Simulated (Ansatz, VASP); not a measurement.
## BN: VASP beside Ansatz

```
B N
1.0
     2.50098    0.00000    0.00000
    -1.25049    2.16591    0.01624
     0.00000    0.05156    6.87416
B N
2 2
Direct
  0.33333 0.66667 0.25000
  0.66667 0.33333 0.75000
  0.33333 0.66667 0.75000
  0.66667 0.33333 0.25000
```

Change from the starting cell: strain +0.0150 x Voigt [0, 0, 0, 1, 0, 0], atoms carried along.

Alike in both runs: task single point; functional r2SCAN; k mesh 12 × 12 × 4; occupations gaussian, width 0.05 eV; no spin polarisation.

```csv
,VASP,Ansatz
version,VASP 6.6.1,Ansatz 0.2.0
potentials or method,"VASP PAW PBE potentials, release 64 (B, N), cutoff 520 eV","scalar-relativistic, plane waves, PAW"
valence electrons in the cell,16,16
```

|  | VASP | Ansatz | Ansatz less VASP |
| --- | --- | --- | --- |
| gap on the k mesh at the Fermi level (eV) | 4.91 | 4.87 | -0.039 |
| least direct gap on the mesh (eV) | 5.31 | 5.25 | -0.061 |
| pressure (GPa) | 0.4 | 0.0 | -0.38 |
| traceless stress, the component that is largest in VASP (GPa) | -0.60 | 0.06 | +0.657 |

VASP's potentials were made for PBE, not for r2SCAN. With one functional, cell and mesh, what is left measures potentials, basis and numerics.
